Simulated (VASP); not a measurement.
Set up this calculation in VASP 6.6.1, as the native input.

- Task: single point
- Functional: RPBE
- Potentials or basis: VASP PAW PBE potentials, release 64 (Sb)
- Cutoff: 520 eV
- k mesh: 8 × 8 × 8
- Occupations: fermi-dirac, width 0.05 eV
- Spin: no spin polarisation
- Dipole correction: no
- Further INCAR settings: ALGO = Normal; EDIFF = 1e-06; NBANDS = 8

The structure of Sb lies in POSCAR:

```
Sb
1.0
    3.1387591929      0.0000000000      0.0000000000
    0.0000000000      3.1387591929      0.0000000000
    0.0000000000      0.0000000000      3.1387591929
Sb
1
Direct
    0.0000000000      0.0000000000      0.0000000000
```

These files were run (other wordings do the same):

INCAR

```
SYSTEM = Sb
PREC = Accurate
ENCUT = 520
EDIFF = 1E-6
ISMEAR = -1
SIGMA = 0.05
LREAL = .FALSE.
LASPH = .TRUE.
NELM = 60
ALGO = Normal
ISIF = 2
LWAVE = .FALSE.
LCHARG = .TRUE.
GGA = RP
LELF = .TRUE.
LVHAR = .TRUE.
NBANDS = 8
```

KPOINTS

```
regular mesh
0
G
  8 8 8
  0 0 0
```

Potentials or basis: VASP PAW PBE potentials, release 64 (Sb).

Launch:

```bash
$ cat potpaw_PBE.64/Sb/POTCAR > POTCAR
$ mpirun -np 1 vasp_std > vasp.out
```

It gave:

| Property | Result |
| --- | --- |
| Pressure | -0.1 GPa |

Caveat: the PAW data sets were made with another functional, which shifts forces and pressure a little.

Run time: 5.3 s on 1 thread of Intel(R) Xeon(R) Platinum 8259CL CPU @ 2.50GHz (Skylake/Cascade Lake), on a shared host, peak memory 0.13 GiB.
